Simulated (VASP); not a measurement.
# Si3Pb13 (P1) in VASP: single point with PBEsol

Aim: the single point of Si3Pb13 with PBEsol.

Program: VASP 6.6.1. These are calculated values, not measurements. Logs are shortened: lines on timing, memory, paths and dates and some standing lists are left out, and cuts for length are marked.

## 1. The cell of the first run

The typed cell holds 16 atoms: a = 8.259 Å, b = 8.171 Å, c = 8.172 Å, α = 66.26°, β = 66.44°, γ = 66.34°.

## 2. Single point, PBEsol

INCAR reads:

```
SYSTEM = Si3Pb13
PREC = Accurate
ENCUT = 500
EDIFF = 1E-6
ISMEAR = 0
SIGMA = 0.1
LREAL = .FALSE.
LASPH = .TRUE.
NELM = 120
ALGO = Normal
ISIF = 2
LWAVE = .FALSE.
LCHARG = .TRUE.
GGA = PS
LELF = .TRUE.
LVHAR = .TRUE.
ISYM = 0
NBANDS = 111
GGA_COMPAT = .FALSE.
```

KPOINTS reads:

```
Automatic mesh
0
Gamma
  2 2 2
  0.5 0.5 0.5
```

POSCAR reads:

```
Si3Pb13
1.0
   -5.8295328471      5.8205156552     -0.5958827350
   -5.7747173144     -0.5410672023      5.7561204206
    0.5454532893      5.7700862096      5.7605065077
Si Pb
3 13
Direct
    0.5066543760      0.4574788518     -0.0695313620
    0.4065755147      0.9717481628      0.2749043801
    0.7396971363      0.2876625970      0.7032675741
    1.1092272432      1.0554941022     -0.2316210679
    0.4203083756      1.1506258171     -0.1387907338
    1.1308599601      0.4193488373      0.1541528748
   -0.0093174349      0.0296146525      0.4310563947
    0.5617358314     -0.1887782641      0.6682210731
   -0.0097272995      0.5314953612      0.5510351879
    0.6564410672      0.5524859737      0.3528893770
    0.8140470586      0.9173665459      0.2164649938
    0.8211405974      0.8067746724      0.8824418812
    0.4500227522      0.2694485764      0.3626243553
    0.2923921539      0.7588910443      1.1499648916
    0.8418444707      0.3450554108      1.0298531229
    0.2633306088      0.6385255050      0.6673923673
```

Potentials or basis: VASP PAW PBE potentials, release 64 (Si, Pb_d).

Run with:

```sh
$ cat potpaw_PBE.64/Si/POTCAR potpaw_PBE.64/Pb_d/POTCAR > POTCAR
$ mpirun -np 1 vasp_std > vasp.out
```

OUTCAR:

```text
SYSTEM = Si3Pb13
   PREC = Accurate
   ENCUT = 500
   EDIFF = 1E-6
   ISMEAR = 0
   LREAL = .FALSE.
   LASPH = .TRUE.
   NELM = 120
   ISIF = 2
   GGA = PS
   ISYM = 0

 ion  position               nearest neighbor table
   1  0.507  0.457  0.930-   3 2.48  15 2.88   8 2.91   6 2.98  16 3.06  14 3.15  13 3.15   5 3.16

   2  0.407  0.972  0.275-  14 2.91  13 2.98   7 3.05   5 3.07  11 3.07  10 3.17  16 3.41   6 3.43
                             8 3.50
   3  0.740  0.288  0.703-   1 2.48   5 2.89  10 2.96   4 3.01   9 3.01   7 3.21  15 3.34  12 3.47

   4  0.109  0.055  0.768-   3 3.01  15 3.34  12 3.35   7 3.38   5 3.38   8 3.39  16 3.44   9 3.47
                            11 3.52  14 3.55  13 3.71
   5  0.420  0.151  0.861-   3 2.89   2 3.07   1 3.16   8 3.32   4 3.38  12 3.39  14 3.40   6 3.42
                            16 3.53  13 3.72
   6  0.131  0.419  0.154-   1 2.98  13 3.27  15 3.27   9 3.35   7 3.42   5 3.42   2 3.43  10 3.48
                            14 3.51  16 3.55  12 3.72  11 3.97
   7  0.991  0.030  0.431-   2 3.05   3 3.21  11 3.23  12 3.38   4 3.38  14 3.39   6 3.42  16 3.43
                            15 3.57   9 3.78  10 4.00   8 4.04
   8  0.562  0.811  0.668-   1 2.91  12 3.25  16 3.30   5 3.32   9 3.35  11 3.38   4 3.39   2 3.50
                            13 3.56  14 3.61  10 3.63   7 4.04
   9  0.990  0.531  0.551-   3 3.01  16 3.27   8 3.35   6 3.35  15 3.46   4 3.47  11 3.48  14 3.56
                            13 3.58  10 3.64  12 3.70   7 3.78
  10  0.656  0.552  0.353-   3 2.96   2 3.17  15 3.24  16 3.25  11 3.33  13 3.34   6 3.48  14 3.51
                            12 3.55   8 3.63   9 3.64   7 4.00
  11  0.814  0.917  0.216-   2 3.07  12 3.18   7 3.23  15 3.27  10 3.33   8 3.38  13 3.42   9 3.48
                            14 3.51   4 3.52   6 3.97
  12  0.821  0.807  0.882-  11 3.18   8 3.25  16 3.33   4 3.35   7 3.38   5 3.39  15 3.42   3 3.47
                            10 3.55   9 3.70   6 3.72  14 4.13
  13  0.450  0.269  0.363-   2 2.98   1 3.15   6 3.27  10 3.34  15 3.39  11 3.42   8 3.56  14 3.57
                             9 3.58   4 3.71   5 3.72  16 4.11
  14  0.292  0.759  0.150-   2 2.91   1 3.15   7 3.39   5 3.40  10 3.51  11 3.51   6 3.51   4 3.55
                             9 3.56  13 3.57   8 3.61  16 3.86  12 4.13
  15  0.842  0.345  0.030-   1 2.88  10 3.24  11 3.27   6 3.27   4 3.34   3 3.34  13 3.39  12 3.42
                             9 3.46   7 3.57
  16  0.263  0.639  0.667-   1 3.06  10 3.25   9 3.27   8 3.30  12 3.33   2 3.41   7 3.43   4 3.44
                             5 3.53   6 3.55  14 3.86  13 4.11

IMPORTANT INFORMATION: All symmetrisations will be switched off!
NOSYMM: (Re-)initialisation of all symmetry stuff for point group C_1.

----------------------------------------------------------------------------------------

                                     Primitive cell

  volume of cell :     443.3628

  direct lattice vectors                    reciprocal lattice vectors
    -5.829532847  5.820515655 -0.595882735    -0.081942213  0.082111057 -0.074488628
    -5.774717314 -0.541067202  5.756120421    -0.083379593 -0.075008622  0.083028443
     0.545453289  5.770086210  5.760506508     0.074839778  0.083445305  0.082925311

  length of vectors
     8.259354209  8.171476982  8.171587935     0.137859739  0.139542725  0.139429977

  position of ions in fractional coordinates (direct lattice)
     0.506654376  0.457478852  0.930468638
     0.406575515  0.971748163  0.274904380
     0.739697136  0.287662597  0.703267574
     0.109227243  0.055494102  0.768378932
     0.420308376  0.150625817  0.861209266
     0.130859960  0.419348837  0.154152875
[... 8 lines left out ...]
     0.841844471  0.345055411  0.029853123
     0.263330609  0.638525505  0.667392367

  ion indices of the primitive-cell ions
   primitive index   ion index
                 1           1
                 2           2
                 3           3
                 4           4
                 5           5
                 6           6
[... 8 lines left out ...]
                15          15
                16          16

----------------------------------------------------------------------------------------

 KPOINTS: Automatic mesh

Automatic generation of k-mesh.
 Grid dimensions read from file:
 generate k-points for:    2    2    2

 Generating k-lattice:

  Cartesian coordinates                     Fractional coordinates (reciprocal lattice)
    -0.040971106  0.041055528 -0.037244314     0.500000000  0.000000000  0.000000000
    -0.041689796 -0.037504311  0.041514222     0.000000000  0.500000000  0.000000000
     0.037419889  0.041722652  0.041462656    -0.000000000  0.000000000  0.500000000

  Length of vectors
     0.068929869  0.069771363  0.069714988

  Shift w.r.t. Gamma in fractional coordinates (k-lattice)
     0.500000000  0.500000000  0.500000000

 Subroutine IBZKPT returns following result:
 ===========================================

 Found      4 irreducible k-points:

 Following reciprocal coordinates:
            Coordinates               Weight
  0.250000  0.250000  0.250000      2.000000
 -0.250000  0.250000  0.250000      2.000000
  0.250000 -0.250000  0.250000      2.000000
 -0.250000 -0.250000  0.250000      2.000000
   k-points           NKPTS =      4   k-points in BZ     NKDIM =      4   number of bands    NBANDS=    111
   number of dos      NEDOS =    301   number of ions     NIONS =     16
   total plane-waves  NPLWV = 216000
   dimension x,y,z NGX =    60 NGY =   60 NGZ =   60
   dimension x,y,z NGXF=   120 NGYF=  120 NGZF=  120
   ions per type =               3  13
   NGX,Y,Z   is equivalent  to a cutoff of  12.08, 12.21, 12.21 a.u.
   NGXF,Y,Z  is equivalent  to a cutoff of  24.15, 24.41, 24.41 a.u.
 SYSTEM =  Si3Pb13
   PREC   = accura    normal or accurate (medium, high low for compatibility)
   ISTART =      0    job   : 0-new  1-cont  2-samecut
   ICHARG =      2    charge: 1-file 2-atom 10-const
   ISPIN  =      1    spin polarized calculation?
   LNONCOLLINEAR =      F non collinear calculations
   LSORBIT =      F    spin-orbit coupling
   LASPH  =      T    aspherical Exc in radial PAW
   ENCUT  =  500.0 eV  36.75 Ry    6.06 a.u.  15.06 14.90 14.90*2*pi/ulx,y,z
   NELM   =    120;   NELMIN=  2; NELMDL= -5     # of ELM steps
   EDIFF  = 0.1E-05   stopping-criterion for ELM
   LREAL  =      F    real-space projection
   EDIFFG = 0.1E-04   stopping-criterion for IOM
   NSW    =      0    number of steps for IOM
   IBRION =     -1    ionic relax: 0-MD 1-quasi-New 2-CG
   NFREE  =      0    steps in history (QN), initial steepest desc. (CG)
   ISIF   =      2    stress and relaxation
   ISYM   =      0    0-nonsym 1-usesym 2-fastsym
   POTIM  = 0.5000    time-step for ionic-motion
   TEBEG  =    0.0;   TEEND  =   0.0 temperature during run
   PSTRESS=    0.0 pullay stress
   NELECT =     194.0000    total number of electrons
   NUPDOWN=      -1.0000    fix difference up-down
   EMIN   =  10.00;   EMAX   =-10.00  energy-range for DOS
   EFERMI =   0.00;   METHOD = LEGACY
   ISMEAR =     0;   SIGMA  =   0.10  broadening in eV -4-tet -1-fermi 0-gaus
   EFERMI_NEDOS =   21; number of points for ismear=-14 and -15
   IALGO  =     38    algorithm
   IMIX   =      4    mixing-type and parameters
     AMIX     =   0.40;   BMIX     =  1.00
     AMIX_MAG =   1.60;   BMIX_MAG =  1.00
  volume/ion in A,a.u.               =      27.71       187.00
  Fermi-wavevector in a.u.,A,eV,Ry     =   1.242860  2.348665 21.016942  1.544702
  Thomas-Fermi vector in A             =   2.377196
   LORBIT       =      0    0 simple, 1 ext, 2 COOP (PROOUT), +10 PAW based schemes
   GGA     = PS    functional components
   LHFCALC =     F    Hartree Fock is set to
   AEXX    =    0.0000 exact exchange contribution
   IVDW    =     0    specifies the selected vdW correction
   LEPSILON=     F    determine dielectric tensor
   LRPA    =     F    only Hartree local field effects (RPA)
 non-spin polarized calculation
 Gauss-broadening in eV      SIGMA  =   0.10
  energy-cutoff  :      500.00
  volume of cell :      443.36
 maximum number of plane-waves:     11288
   NGX = 31   NGY = 29   NGZ = 29

 number of electron     194.0000002 magnetization

 Free energy of the ion-electron system (eV)
  ---------------------------------------------------
  ext. energy  EPLUGINS =         0.00000000
  ---------------------------------------------------
  free energy    TOTEN  =       -67.19250587 eV

  energy without entropy =      -67.19199608  energy(sigma->0) =      -67.19225098

 E-fermi :   7.1132     XC(G=0): -10.3722

 val. band max:        6.8988529340   @ k =  -0.2500  -0.2500   0.2500
 cond. band min:       7.3213881074   @ k =  -0.2500   0.2500   0.2500
 fundamental gap:      0.4225351734
 Fermi energy:         7.1131665790

 k-point     1 :       0.2500    0.2500    0.2500
  band No.  band energies     occupation
      1      -9.9479      2.00000
      2      -9.9270      2.00000
      3      -9.9086      2.00000
      4      -9.8988      2.00000
      5      -9.8778      2.00000
      6      -9.8736      2.00000
[... 101 lines left out ...]
    108       9.0352      0.00000
    109       9.1268      0.00000

 k-point     2 :      -0.2500    0.2500    0.2500
  band No.  band energies     occupation
      1      -9.9465      2.00000
      2      -9.9336      2.00000
      3      -9.9213      2.00000
      4      -9.8974      2.00000
      5      -9.8877      2.00000
      6      -9.8769      2.00000
[... 101 lines left out ...]
    108       9.6093      0.00000
    109       9.9567      0.00000

 k-point     3 :       0.2500   -0.2500    0.2500
  band No.  band energies     occupation
      1      -9.9462      2.00000
      2      -9.9309      2.00000
      3      -9.9117      2.00000
      4      -9.8953      2.00000
      5      -9.8839      2.00000
      6      -9.8744      2.00000
[... 101 lines left out ...]
    108       9.7035      0.00000
    109       9.7751      0.00000

 k-point     4 :      -0.2500   -0.2500    0.2500
  band No.  band energies     occupation
      1      -9.9498      2.00000
      2      -9.9288      2.00000
      3      -9.9153      2.00000
      4      -9.8903      2.00000
      5      -9.8813      2.00000
      6      -9.8727      2.00000
[... 101 lines left out ...]
    108       9.6018      0.00000
    109       9.7763      0.00000
 [bands above 109 left out]

------------------------ aborting loop because EDIFF is reached ----------------------------------------

  FORCE on cell =-STRESS in cart. coord.  units (eV):
  Direction    XX          YY          ZZ          XY          YZ          ZX
  --------------------------------------------------------------------------------------
  -------------------------------------------------------------------------------------
  Total       -0.2402963     -0.2112360     -0.1960312      0.0410690     -0.0398034      0.0858538
  in kB       -0.8683571     -0.7633421     -0.7083966      0.1484109     -0.1438373      0.3102492
  external PRESSURE =      -0.7800319 kB  Pullay stress =       0.0000000 kB

 VOLUME and BASIS-vectors are now :
 -----------------------------------------------------------------------------
  energy-cutoff  :      500.00
  volume of cell :      443.36
      direct lattice vectors                 reciprocal lattice vectors
    -5.829532847  5.820515655 -0.595882735    -0.081942213  0.082111057 -0.074488628
    -5.774717314 -0.541067202  5.756120421    -0.083379593 -0.075008622  0.083028443
     0.545453289  5.770086210  5.760506508     0.074839778  0.083445305  0.082925311

 POSITION                                       TOTAL-FORCE (eV/Angst)
 -----------------------------------------------------------------------------------
     -5.08784      8.07035      7.69137        -0.000016      0.005317      0.013712
     -7.83177      3.42692      6.93482        -0.013914     -0.001036      0.010225
     -5.58966      8.20769      5.26623         0.020164     -0.002688     -0.016146
     -0.53809      5.03935      4.68060        -0.005057      0.010776      0.003778
     -2.85027      7.33416      5.57757         0.007739      0.002190     -0.007173
     -3.10039      1.42425      3.22384        -0.015179      0.000380      0.001371
[... 8 lines left out ...]
     -6.88387      4.88553      1.65651        -0.003100     -0.005906     -0.003486
     -4.85837      5.03815      7.36303         0.006174      0.006715      0.000177
 -----------------------------------------------------------------------------------
    total drift:                               -0.000275     -0.000260     -0.000497

  FREE ENERGIE OF THE ION-ELECTRON SYSTEM (eV)
  ---------------------------------------------------
  free  energy   TOTEN  =       -67.1925058693 eV

  energy  without entropy=      -67.1919960809  energy(sigma->0) =      -67.19225098
```

Wall time 6.8 min (1 thread of AMD EPYC 7R43 (Zen 3), shared host); peak memory 0.5 GiB.

Results:

| Property | Result |
| --- | --- |
| Free energy | -67.1925 eV |
| Pressure | -0.1 GPa |
| Largest force | 0.026 eV/Å |
| Band gap on the k mesh | 0.42 eV (least direct gap 0.45 eV) |

Forces in eV/Å, atoms in the order of the input:
```
Si   0.000  0.005  0.014
Si  -0.014 -0.001  0.010
Si   0.020 -0.003 -0.016
Pb  -0.005  0.011  0.004
Pb   0.008  0.002 -0.007
Pb  -0.015  0.000  0.001
Pb  -0.004 -0.014 -0.006
Pb  -0.006 -0.009  0.011
Pb   0.006  0.001 -0.010
Pb  -0.008  0.001 -0.011
Pb   0.009 -0.005  0.005
Pb  -0.006 -0.004  0.005
Pb   0.007  0.011 -0.005
Pb   0.004  0.003  0.008
Pb  -0.003 -0.006 -0.003
Pb   0.006  0.007  0.000
```

Caveat: the PAW data sets were made with another functional, which shifts forces and pressure a little; spin-orbit coupling is left out, which moves the levels of the heavy elements; a shifted mesh leaves out Γ, where band edges can lie. A k mesh can miss the band edges.
